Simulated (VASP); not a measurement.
Here is a VASP 6.6.1 calculation.

The input INCAR:

```
  PREC = Accurate
  ENCUT = 600
  EDIFF = 1E-6
  ISMEAR = -1
  SIGMA = 0.1
  LREAL = False
  LASPH = True
  NELM = 120
  ALGO = Normal
  ISIF = 2
  LWAVE = False
  LCHARG = False
  NBANDS = 28
  GGA_COMPAT = False
```

The input KPOINTS:

```
Automatic mesh
0
Gamma
  7 7 7
```

File POSCAR:

```
NaWO3
1.0
    3.8600000000      0.0000000000      0.0000000000
    0.0000000000      3.8600000000      0.0000000000
    0.0000000000      0.0000000000      3.8600000000
Na W O
1 1 3
Direct
    0.0000000000      0.0000000000      0.0000000000
    0.5000000000      0.5000000000      0.5000000000
    0.5000000000      0.5000000000      0.0000000000
    0.0000000000      0.5000000000      0.5000000000
    0.5000000000      0.0000000000      0.5000000000
```

Potentials or basis: VASP PAW LDA potentials, release 64 (Na_pv, W_sv, O).

Launch:

```console
$ cat potpaw_LDA.64/Na_pv/POTCAR potpaw_LDA.64/W_sv/POTCAR potpaw_LDA.64/O/POTCAR > POTCAR
$ mpirun -np 1 vasp_std > vasp.out
```

(1) What does it give for the band gap on the k mesh?

(2) What does it give for the pressure?

## Answers

(1) zero (an odd number of electrons rules out a gap without spin polarisation).

(2) -0.7 GPa.

Caveat: spin-orbit coupling is left out, which moves the levels of the heavy elements; an odd number of electrons without spin polarisation forces a metal; a magnetic or distorted state may lie lower.
